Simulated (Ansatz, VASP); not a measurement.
# BeTe: VASP beside Ansatz

```
Be Te
1.0
     5.60591    0.00000    0.00000
     0.00000   -5.60591    0.00000
     0.00000    0.00000   -5.60591
Be Te
4 4
Direct
  0.00000 0.00000 0.00000
  0.50000 0.50000 0.00000
  0.50000 0.00000 0.50000
  0.00000 0.50000 0.50000
  0.75000 0.75000 0.75000
  0.25000 0.25000 0.75000
  0.25000 0.75000 0.25000
  0.75000 0.25000 0.25000
```

Alike in both runs: task relaxation of cell and atoms; functional PBEsol; k mesh 6 × 6 × 6; occupations gaussian, width 0.02 eV; no spin polarisation.

|  | VASP | Ansatz |
| --- | --- | --- |
| version | VASP 6.6.1 | Ansatz 0.2.0 |
| potentials or method | VASP PAW PBE potentials, release 64 (Be, Te), cutoff 600 eV | scalar-relativistic, plane waves, PAW |
| valence electrons in the cell | 32 | 72 |

VASP gave:

| Quantity | Value |
| --- | --- |
| gap on the k mesh at the Fermi level, each at its own relaxed structure (eV) | 1.83 |
| relaxed volume (Å³/atom) | 22.11 |
| relaxed cell length with the largest relative difference (Å) | 5.614 |

Task: Estimate Ansatz's values.

Result: gap on the k mesh at the Fermi level, each at its own relaxed structure (eV): 1.84; relaxed volume (Å³/atom): 22.02; relaxed cell length with the largest relative difference (Å): 5.606.

VASP's potentials were made for PBE, not for PBEsol. VASP's potentials hold 32 valence electrons a cell and Ansatz's 72, so a difference there can come from the potentials and not from the codes.

Neither program's run includes spin-orbit coupling.
